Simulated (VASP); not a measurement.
Input of a VASP 6.6.1 run:

The input INCAR:

```
PREC = Accurate ; ENCUT = 520
EDIFF = 1E-6 ; ISMEAR = 0
SIGMA = 0.1 ; LREAL = False
LASPH = True ; NELM = 100
ALGO = Normal ; ISIF = 2
LWAVE = False ; LCHARG = False
GGA = PE ; NBANDS = 46
```

The input KPOINTS:

```
Automatic mesh
0
Gamma
  4 4 4
```

File POSCAR:

```
Ge5As
1.0
    0.0000000000      4.1508882100      4.1508882100
    4.1508882100      0.0000000000      4.1508882100
    4.1508882100      4.1508882100      0.0000000000
Ge As
5 1
Direct
    0.5000000000      0.5000000000      0.5000000000
    0.8796187200      0.8796187200      0.8796187200
    0.8796187200      0.8796187200      0.3611438300
    0.8796187200      0.3611438300      0.8796187200
    0.3611438300      0.8796187200      0.8796187200
    0.7500000000      0.7500000000      0.7500000000
```

Potentials or basis: VASP PAW PBE potentials, release 64 (Ge_d, As).

Command:

```sh
$ cat potpaw_PBE.64/Ge_d/POTCAR potpaw_PBE.64/As/POTCAR > POTCAR
$ mpirun -np 1 vasp_std > vasp.out
```

**Question.** Predict the pressure.

**Answer.** 43.9 GPa.

**Question.** What does it give for the largest force?

**Answer.** 16.696 eV/Å.

Forces on the atoms (eV/Å):
```
Ge   0.000  0.000  0.000
Ge   9.639  9.639  9.639
Ge  -9.639 -9.639  9.639
Ge  -9.639  9.639 -9.639
Ge   9.639 -9.639 -9.639
As   0.000  0.000  0.000
```

Caveat: forces of over 1 eV/Å act on the atoms, so gaps and moduli don't describe the material at rest.
